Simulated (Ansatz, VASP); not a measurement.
**Zr2Br in VASP and in Ansatz**

Contents of INCAR:

```
SYSTEM = Zr2Br
ALGO     = Normal         ! electronic algorithm
EDIFF    = 1E-6           ! SCF threshold, eV
EDIFFG   = -0.04          ! ionic threshold
ENCUT    = 600            ! plane-wave cutoff, eV
GGA      = PE             ! functional
IBRION   = 2              ! ionic algorithm
ISIF     = 3              ! what is computed and relaxed
ISMEAR   = 0              ! smearing method
LASPH    = .True.         ! aspherical terms in the spheres
LCHARG   = .False.        ! write CHGCAR
LREAL    = .False.        ! projectors in reciprocal space
LWAVE    = .False.        ! write WAVECAR
NELM     = 60             ! most SCF steps
NSW      = 90             ! ionic steps
PREC     = Accurate       ! precision mode
SIGMA    = 0.1            ! smearing width, eV
```

Contents of KPOINTS:

```
k-points
0
Gamma
  6 6 6
  0 0 0
```

Contents of POSCAR:

```
Zr2Br
1.0
   -2.5309210200      2.5309210200      2.6091546400
    2.5309210200     -2.5309210200      2.6091546400
    2.5309210200      2.5309210200     -2.6091546400
Zr Br
2 1
Direct
    0.7500000000      0.2500000000      0.5000000000
    0.2500000000      0.7500000000      0.5000000000
    0.5000000000      0.5000000000      0.0000000000
```

Input for Ansatz:

```yaml
crystal:
  lattice:
    - [-2.53092102, 2.53092102, 2.60915464]
    - [2.53092102, -2.53092102, 2.60915464]
    - [2.53092102, 2.53092102, -2.60915464]
  atoms:
    - { symbol: Zr, position: [0.75, 0.25, 0.5] }
    - { symbol: Zr, position: [0.25, 0.75, 0.5] }
    - { symbol: Br, position: [0.5, 0.5, 0.0] }
basis:
  ecutwfc: 420
kpoints:
  mp_grid: { grid: [6, 6, 6] }
hamiltonian:
  xc: pbe
scf:
  occupations: { method: gaussian, width: 0.1 }
  lower_state_search: "off"
output:
  forces: true
  stress: true
  eigenvalues: true
relax:
  adjacent_minimum: "off"
  f_tol: 0.04
  max_steps: 70
  cell: { stress_tol: 0.4 }
```

Alike in both runs: task relaxation of cell and atoms; functional PBE; k mesh 6 × 6 × 6; occupations gaussian, width 0.1 eV; no spin polarisation.

```csv
,VASP,Ansatz
version,VASP 6.6.1,Ansatz 0.2.0
potentials or method,"VASP PAW PBE potentials, release 64 (Zr_sv, Br), cutoff 600 eV","scalar-relativistic, plane waves, PAW"
valence electrons in the cell,31,31
```

Ansatz gave:

```
gap on the k mesh at the Fermi level, each at its own relaxed structure (eV) : none
relaxed volume (Å³/atom)                                                     : 22.84
relaxed cell length with the largest relative difference (Å)                 : 4.589
```

What did VASP give for the same quantities?

gap on the k mesh at the Fermi level, each at its own relaxed structure (eV): none; relaxed volume (Å³/atom): 22.92; relaxed cell length with the largest relative difference (Å): 4.596.

A gap of «none» marks a metal or a gap that the smearing closes.
